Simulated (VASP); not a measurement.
BePd3O4, 8 atoms in the cell. It takes space group P4/mmm (No. 123, tetragonal). The conventional cell has a = 3.437 Å, b = 3.437 Å, c = 7.773 Å, α = 90.00°, β = 90.00°, γ = 90.00°. Within 3.6 Å of Be (site symmetry 4/mmm) lie 8 Pd at 2.75 Å and 8 O at 3.14 Å and 4 Be at 3.44 Å. Pd (site symmetry 4mm) has 4 O at 2.18 Å and 1 Pd at 2.56 Å and 4 Be at 2.75 Å within 2.9 Å. Within 2.8 Å of Pd (site symmetry 4/mmm) lie 8 O at 2.13 Å. Within 2.8 Å of O (site symmetry 2mm) lie 4 Pd at 2.13 to 2.18 Å and 5 O at 2.43 to 2.52 Å. 

| Property | Result |
| --- | --- |
| Program | VASP 6.6.1 |
| Task | single point |
| Functional | PBE |
| Potentials or basis | VASP PAW PBE potentials, release 64 (Be, Pd, O) |
| Cutoff | 520 eV |
| k mesh | 6 × 6 × 2 |
| Occupations | gaussian, width 0.1 eV |
| Spin | no spin polarisation |
| Dipole correction | no |
| Further INCAR settings | ALGO = Normal; EDIFF = 1e-06; NBANDS = 38 |

Potentials or basis: VASP PAW PBE potentials, release 64 (Be, Pd, O).

Run with:

```bash
$ cat potpaw_PBE.64/Be/POTCAR potpaw_PBE.64/Pd/POTCAR potpaw_PBE.64/O/POTCAR > POTCAR
$ mpirun -np 1 vasp_std > vasp.out
```

Hardware: 1 thread of Intel(R) Xeon(R) Platinum 8488C (Sapphire Rapids), with other jobs on the host.

How long does it take, and how much memory?

Wall time 79 s on 1 thread of Intel(R) Xeon(R) Platinum 8488C (Sapphire Rapids), on a shared host, peak memory 0.23 GiB. Counts: scf iterations 17, k points 20.
